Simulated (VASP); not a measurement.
**Al: single point with PBE+D3(BJ)**

Al, a slab with vacuum:

```
Al
1.0
     5.72757    0.00000    0.00000
     2.86378    4.96022    0.00000
     0.00000    0.00000   16.67654
Al
12
Cartesian
  1.4319 0.8267 1.0000
  4.2957 0.8267 1.0000
  2.8638 3.3068 1.0000
  5.7276 3.3068 1.0000
  0.0787 1.7145 3.4003
  2.9036 1.7491 3.4317
  1.6938 4.1305 3.2426
  4.4483 4.1292 3.4507
  0.0441 -0.2137 5.8761
  2.9259 -0.0870 5.5628
  1.3527 2.3390 5.8015
  4.2915 2.4059 5.5452
```

```json
{"Program": "VASP 6.6.1", "Task": "single point", "Functional": "PBE", "Dispersion": "D3(BJ)", "Potentials or basis": "VASP PAW PBE potentials, release 64 (Al)", "Cutoff": "520 eV", "k mesh": "3 × 3 × 1", "Occupations": "fermi-dirac, width 0.1 eV", "Spin": "no spin polarisation", "Dipole correction": "no", "Further INCAR settings": "ALGO = Normal; EDIFF = 1e-06; NBANDS = 30"}
```

```
Largest force              : 0.963 eV/Å
Band gap on the k mesh     : zero (bands 18 and 19 overlap by 0.16 eV)
Dispersion energy per atom : -0.227 eV
```

Forces on the atoms (eV/Å):
```
Al  -0.082  0.030  0.247
Al   0.107 -0.046  0.168
Al   0.081  0.001 -0.161
Al   0.138 -0.045  0.119
Al   0.162 -0.297 -0.404
Al  -0.111 -0.592 -0.618
Al  -0.582  0.389  0.312
Al  -0.148  0.313 -0.711
Al  -0.056  0.240 -0.352
Al   0.134  0.124  0.559
Al   0.212 -0.025 -0.107
Al   0.145 -0.093  0.947
```

Levels at points of the mesh, in eV from the Fermi level:
| k point | band 16 | band 17 | band 18 | band 19 | band 20 | band 21 |
| --- | --- | --- | --- | --- | --- | --- |
| (0.00, 0.00, 0.00) | -2.37 | -0.30 | -0.27 | -0.22 | -0.02 | 0.03 |

It took 4.9 min on 1 thread of Intel Xeon 8259CL, with other jobs on the host, peak memory 0.6 GiB.

Caveat: the k points lie up to 0.42 Å⁻¹ apart; the atoms stand as in a frame of molecular dynamics; there is no dipole correction, which matters where the two faces differ.
